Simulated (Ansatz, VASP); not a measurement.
## One calculation of Ti, two programs

Contents of POSCAR:

```
Ti
1.0
   -1.6697175000      1.6410000000      1.6410000000
    1.6697175000     -1.6410000000      1.6410000000
    1.6697175000      1.6410000000     -1.6410000000
Ti
1
Direct
    0.0000000000      0.0000000000      0.0000000000
```

The input INCAR.step1:

```
SYSTEM = Ti
ALGO = Normal
EDIFF = 1E-4
ENCUT = 520
GGA = PE
ISMEAR = 0
LASPH = .TRUE.
LCHARG = .FALSE.
LREAL = .FALSE.
LWAVE = .TRUE.
NBANDS = 12
NELM = 60
PREC = Accurate
SIGMA = 0.15
```

File INCAR.step2:

```
SYSTEM = Ti
ALGO = Normal
EDIFF = 1E-6
ENCUT = 520
ISIF = 2
ISMEAR = 0
ISTART = 1
LASPH = .TRUE.
LCHARG = .FALSE.
LMIXTAU = .TRUE.
LREAL = .FALSE.
LWAVE = .FALSE.
METAGGA = R2SCAN
NBANDS = 12
NELM = 60
PREC = Accurate
SIGMA = 0.15
```

KPOINTS

```
k-points
0
G
  20 20 20
  0 0 0
```

Input for Ansatz:

```yaml
crystal:
  lattice:
    - [-1.6697175, 1.641, 1.641]
    - [1.6697175, -1.641, 1.641]
    - [1.6697175, 1.641, -1.641]
  atoms:
    - { symbol: Ti, position: [0.0, 0.0, 0.0] }
basis:
  ecutwfc: 500
kpoints:
  mp_grid: { grid: [20, 20, 20] }
hamiltonian:
  xc: r2scan
scf:
  occupations: { method: gaussian, width: 0.15 }
output:
  forces: true
  stress: true
  eigenvalues: true
```

Change from the starting cell: strain +0.0175 x Voigt [1, 0, 0, 0, 0, 0], atoms carried along.

Alike in both runs: task single point; functional r2SCAN; k mesh 20 × 20 × 20; occupations gaussian, width 0.15 eV; no spin polarisation.

```csv
,VASP,Ansatz
version,VASP 6.6.1,Ansatz 0.2.0
potentials or method,"VASP PAW PBE potentials, release 64 (Ti_sv), cutoff 520 eV","scalar-relativistic, plane waves, PAW"
valence electrons in the cell,12,12
```

Ansatz gave:

- gap on the k mesh at the Fermi level (eV): none
- pressure (GPa): -4.5
- traceless stress, the component that is largest in VASP (GPa): 0.45

Q: Estimate VASP's values.

A: gap on the k mesh at the Fermi level (eV): none; pressure (GPa): -4.3; traceless stress, the component that is largest in VASP (GPa): 0.45.

VASP's potentials were made for PBE, not for r2SCAN. A gap of «none» marks a metal or a gap that the smearing closes.
